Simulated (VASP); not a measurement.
# Si: single point with LDA

Crystal: Si.

```
Si
1.0
    -1.63768    1.63768    1.32907
     1.63768   -1.63768    1.32907
     1.63768    1.63768   -1.32907
Si
1
Direct
  0.00000 0.00000 0.00000
```

```json
{"Program": "VASP 6.6.1", "Task": "single point", "Functional": "LDA", "Potentials or basis": "VASP PAW LDA potentials, release 64 (Si)", "Cutoff": "520 eV", "k mesh": "14 × 14 × 14", "Occupations": "methfessel-paxton, width 0.15 eV", "Spin": "no spin polarisation", "Dipole correction": "no", "Further INCAR settings": "ALGO = Normal; EDIFF = 1e-07; NBANDS = 8"}
```

* Pressure: -2.1 GPa
* Band gap on the k mesh: zero (band 2 reaches 19.82 eV, above the bottom of band 3 at 6.95 eV)

Stress tensor (GPa, compression positive):
```
-1.50  0.00  0.00
 0.00 -1.50  0.00
 0.00  0.00 -3.43
```

Levels at points of the mesh, in eV from the Fermi level:
```
           k point  band 1  band 2  band 3  band 4  band 5  band 6
(0.00, 0.00, 0.00)  -14.56    9.49    9.77    9.77   12.83   13.32
(0.50, 0.00, 0.00)   -6.35   -6.09    4.60    6.30    6.38    9.10
(0.50, 0.50, 0.00)   -8.51   -7.28    8.70   11.32   11.36   11.63
(0.50, 0.50, 0.50)   -2.40   -2.40   -1.63    1.25    4.01    6.42
```

Run time: 6.7 s on 1 thread of Intel(R) Xeon(R) 6975P-C (Granite Rapids), with other jobs on the host, peak memory 0.13 GiB.
